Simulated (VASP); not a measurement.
Set up this calculation in VASP 6.6.1, as the native input.

```
Task                   : relaxation of the atoms
Functional             : LDA
Potentials or basis    : VASP PAW LDA potentials, release 64 (Cd, Se)
Cutoff                 : 450 eV
k mesh                 : 8 × 8 × 8
Occupations            : gaussian, width 0.02 eV
Spin                   : no spin polarisation
Dipole correction      : no
Further INCAR settings : ALGO = Normal; EDIFF = 1e-07; IBRION = 2; EDIFFG = -0.002; NSW = 60
```

The structure of CdSe lies in POSCAR:

```
CdSe
1.0
   -0.0275537030      3.0065597900      3.0341134930
    3.0065597900     -0.0275537030      3.0341134930
    2.9790060870      2.9790060870      0.0000000000
Cd Se
1 1
Direct
   -0.0016523045     -0.0016523045      0.0016523045
    0.2516523045      0.2516523045      0.2483476955
```

This cell differs from its parent crystal: strained cell.

One way to write it, as run:

INCAR

```
  PREC = Accurate
  ENCUT = 450
  EDIFF = 1E-7
  ISMEAR = 0
  SIGMA = 0.02
  LREAL = F
  LASPH = T
  NELM = 120
  ALGO = Normal
  ISIF = 2
  LWAVE = F
  LCHARG = F
  GGA = CA
  IBRION = 2
  NSW = 60
  EDIFFG = -0.002
  GGA_COMPAT = F
  NELMIN = 4
```

KPOINTS

```
Automatic mesh
0
Gamma
  8 8 8
```

Potentials or basis: VASP PAW LDA potentials, release 64 (Cd, Se).

Launch:

```console
$ cat potpaw_LDA.64/Cd/POTCAR potpaw_LDA.64/Se/POTCAR > POTCAR
$ mpirun -np 1 vasp_std > vasp.out
```

Results of the run:

```json
{
 "Energy gained by relaxing": "0.0 meV/atom",
 "Ionic steps": "3",
 "Pressure after relaxing": "-0.3 GPa",
 "Band gap on the k mesh": "0.36 eV"
}
```

Caveat: the cell differs from its parent crystal (strained cell); semilocal functionals underestimate gaps, and a narrow one can read as zero.

Wall time 81 s on 1 thread of Intel Xeon 8259CL (shared host), peak memory 0.19 GiB.
